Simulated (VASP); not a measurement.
Set up this calculation in VASP 6.6.1, as the native input.

```yaml
Task: single point
Functional: RPBE
Potentials_or_basis: VASP PAW PBE potentials, release 64 (V_sv)
Cutoff: 520 eV
k_mesh: 9 × 9 × 15
Occupations: fermi-dirac, width 0.1 eV
Spin: no spin polarisation
Dipole_correction: no
Further_INCAR_settings: ALGO = Normal; EDIFF = 1e-06; NBANDS = 26
```

The structure of V lies in POSCAR:

```
V
1.0
    4.3622376259      0.0000000000      0.0000000000
   -2.1811188130      3.7778086014      0.0000000000
    0.0000000000      0.0000000000      2.3477959708
V
3
Direct
    0.0000000000      1.0000000000      0.0000000000
    0.3333333333      0.6666666667      0.5000000000
    0.6666666667      0.3333333333      0.5000000000
```

This isn't the form of V at room conditions, which is bcc.

The input as run:

INCAR

```
SYSTEM = V
PREC = Accurate ; ENCUT = 520
EDIFF = 1E-6 ; ISMEAR = -1
SIGMA = 0.1 ; LREAL = .False.
LASPH = .True. ; NELM = 80
ALGO = Normal ; ISIF = 2
LWAVE = .False. ; LCHARG = .False.
GGA = RP ; NBANDS = 26
```

KPOINTS

```
Automatic mesh
0
Gamma
  9 9 15
  0 0 0
```

Potentials or basis: VASP PAW PBE potentials, release 64 (V_sv).

Run with:

```sh
$ cat potpaw_PBE.64/V_sv/POTCAR > POTCAR
$ mpirun -np 1 vasp_std > vasp.out
```

Results of the run:

The pressure is 16.4 GPa and the band gap on the k mesh is zero (an odd number of electrons rules out a gap without spin polarisation).

Caveat: the cell stands under pressure; the PAW data sets were made with another functional, which shifts forces and pressure a little.

Wall time 110 s on 1 thread of Intel Xeon 8259CL (shared host), peak memory 0.2 GiB.
